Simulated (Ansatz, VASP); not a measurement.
# One calculation of P, two programs

INCAR

```
SYSTEM = P
ALGO = Normal
EDIFF = 1E-7
EDIFFG = -0.04
ENCUT = 600
GGA = PE
IBRION = 2
ISIF = 3
ISMEAR = 0
LASPH = .TRUE.
LCHARG = .FALSE.
LREAL = .FALSE.
LWAVE = .FALSE.
NELM = 80
NSW = 90
PREC = Accurate
SIGMA = 0.1
```

Contents of KPOINTS:

```
k-points
0
G
  6 6 6
  0 0 0
```

File POSCAR:

```
P
1.0
    0.0000000000      2.4570522500      5.1319928500
    1.5090408100      0.0000000000      5.1319928500
    1.5090408100      2.4570522500      0.0000000000
P
2
Direct
    0.8691655400      0.8691655400      0.1308344600
    0.1308344600      0.1308344600      0.8691655400
```

Input for Ansatz:

```yaml
crystal:
  lattice:
    - [0.0, 2.45705225, 5.13199285]
    - [1.50904081, 0.0, 5.13199285]
    - [1.50904081, 2.45705225, 0.0]
  atoms:
    - { symbol: P, position: [0.86916554, 0.86916554, 0.13083446] }
    - { symbol: P, position: [0.13083446, 0.13083446, 0.86916554] }
basis:
  ecutwfc: 420
kpoints:
  mp_grid: { grid: [6, 6, 6] }
hamiltonian:
  xc: pbe
scf:
  occupations: { method: gaussian, width: 0.1 }
  lower_state_search: "off"
output:
  forces: true
  stress: true
  eigenvalues: true
relax:
  adjacent_minimum: "off"
  f_tol: 0.04
  max_steps: 70
  cell: { stress_tol: 0.4 }
```

Alike in both runs: task relaxation of cell and atoms; functional PBE; k mesh 6 × 6 × 6; occupations gaussian, width 0.1 eV; no spin polarisation.

|  | VASP | Ansatz |
| --- | --- | --- |
| version | VASP 6.6.1 | Ansatz 0.2.0 |
| potentials or method | VASP PAW PBE potentials, release 64 (P), cutoff 600 eV | scalar-relativistic, plane waves, PAW |
| valence electrons in the cell | 10 | 10 |

|  | VASP | Ansatz | Ansatz less VASP |
| --- | --- | --- | --- |
| gap on the k mesh at the Fermi level, each at its own relaxed structure (eV) | none | none | - |
| relaxed volume (Å³/atom) | 17.15 | 17.01 | -0.138 |
| relaxed length of the cell vector where the two differ most in proportion (Å) | 5.685 | 5.642 | -0.0427 |

A gap of «none» marks a metal or a gap that the smearing closes.

The k mesh is coarse, so the values compare programs but aren't converged.
